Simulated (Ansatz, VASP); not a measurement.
Two plane-wave programs on Sn

```xyz
3
Lattice="5.3102 0.0000 0.0000 -2.6551 4.5988 0.0000 0.0000 0.0000 3.2349" Properties=species:S:1:pos:R:3 pbc="T T T"
Sn   -2.6551    4.5988    0.0000
Sn    0.0000    3.0658    1.6175
Sn    2.6551    1.5329    1.6175
```

Alike in both runs: task single point; functional PBEsol; k mesh 8 × 8 × 11; occupations fermi-dirac, width 0.1 eV; no spin polarisation.

```csv
,VASP,Ansatz
version,VASP 6.6.1,Ansatz 0.2.0
potentials or method,"VASP PAW PBE potentials, release 64 (Sn_d), cutoff 520 eV","plane waves (420 eV) with PAW, scalar-relativistic"
valence electrons in the cell,42,42
```

```csv
,VASP,Ansatz,Ansatz less VASP
pressure (GPa),0.4,0.4,+0.06
"traceless stress, the component that is largest in VASP (GPa)",-2.04,-2.04,0.000
```

VASP's potentials were made for PBE, not for PBEsol, and Ansatz warns of the same on its side. The functional is the same, so the differences come from potentials, cutoffs and numerics.
